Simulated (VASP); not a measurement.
Input of a VASP 6.6.1 run:

The input INCAR:

```
  PREC = Accurate
  ENCUT = 600
  EDIFF = 1E-6
  ISMEAR = 0
  SIGMA = 0.1
  LREAL = F
  LASPH = T
  NELM = 60
  ALGO = Normal
  ISIF = 3
  LWAVE = F
  LCHARG = F
  GGA = PE
  IBRION = 2
  NSW = 90
  EDIFFG = -0.04
```

KPOINTS

```
Automatic mesh
0
Gamma
  6 6 6
```

File POSCAR:

```
Hf2C
1.0
    0.0000000000      3.0724733600      3.0724733600
    3.0724733600      0.0000000000      3.0724733600
    3.0724733600      3.0724733600      0.0000000000
Hf C
2 1
Direct
    0.2500000000      0.2500000000      0.2500000000
    0.7500000000      0.7500000000      0.7500000000
    0.0000000000      0.0000000000      0.0000000000
```

Potentials or basis: VASP PAW PBE potentials, release 64 (Hf_pv, C).

The run is started by

```console
$ cat potpaw_PBE.64/Hf_pv/POTCAR potpaw_PBE.64/C/POTCAR > POTCAR
$ mpirun -np 1 vasp_std > vasp.out
```

(1) Predict the relaxed volume.

(2) Estimate the band gap on the k mesh.

Results:

(1) 15.48 Å³/atom.

(2) zero (band 12 reaches 6.42 eV, above the bottom of band 13 at 5.01 eV).

Caveat: the volume moved by over 15 % at a fixed basis, so the end points are rough; spin-orbit coupling is left out, which moves the levels of the heavy elements.
